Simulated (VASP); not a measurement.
Input of a VASP 6.6.1 run:

INCAR

```
ALGO = Normal
EDIFF = 1E-6
ENCUT = 400
GGA = PE
GGA_COMPAT = F
ISIF = 2
ISMEAR = -1
ISYM = -1
LASPH = T
LCHARG = F
LREAL = Auto
LWAVE = F
NBANDS = 82
NELM = 120
PREC = Accurate
SIGMA = 0.1982
```

File KPOINTS:

```
explicit points
1
Reciprocal
  0.25000000   0.25000000   0.25000000 1
```

The input POSCAR:

```
TiSi3Ni3Sn
1.0
    6.2479670000     -0.0655450000      0.0346490000
   -0.0655450000      6.3227860000     -0.0372930000
    0.0346490000     -0.0372930000      6.4352010000
Si Ni Sn Ti
6 6 2 2
Direct
    0.7210757333      0.8805688133      0.3849316439
    0.4659835229      0.9053026089      0.6692079373
   -0.0410187148      0.2001088876      0.9090511576
    1.0024188494      0.8217661759      0.7225251108
    0.3999920881      0.1694066212      0.3146523870
    0.1806112231      0.8565363112      0.0567032499
    1.0297840384      0.5704652815      0.9108331464
    0.7133897228      0.3720231821      0.1894950321
    0.4731063048      0.5272162061      0.3966292294
    1.0257826086      0.1355995388      0.2148109394
    0.2196628234      0.9003543009      0.4047346487
    0.2039890985      0.2827600980      0.5861454761
   -0.0006771720      0.5121876648      0.4262832626
    0.4268368724      0.4572457294      0.9362312994
    0.7478608836      0.8574762647      0.0227758590
    0.6838579609      0.2635100040      0.6297668222
```

Potentials or basis: VASP PAW PBE potentials, release 64 (Si, Ni, Sn_d, Ti_sv).

Command:

```bash
$ cat potpaw_PBE.64/Si/POTCAR potpaw_PBE.64/Ni/POTCAR potpaw_PBE.64/Sn_d/POTCAR potpaw_PBE.64/Ti_sv/POTCAR > POTCAR
$ mpirun -np 1 vasp_std > vasp.out
```

Question: Predict the largest force.

Answer: 3.921 eV/Å.

Question: What does it give for the pressure?

Answer: 1.5 GPa.

Stress tensor (GPa, compression positive):
```
 0.36 -5.91  1.50
-5.91  0.09 -6.43
 1.50 -6.43  3.98
```

Caveat: the atoms stand as in a frame of molecular dynamics; spin-orbit coupling is left out, which moves the levels of the heavy elements. Spin polarisation is off, so any magnetic state and its effect on volume and gap are missing.
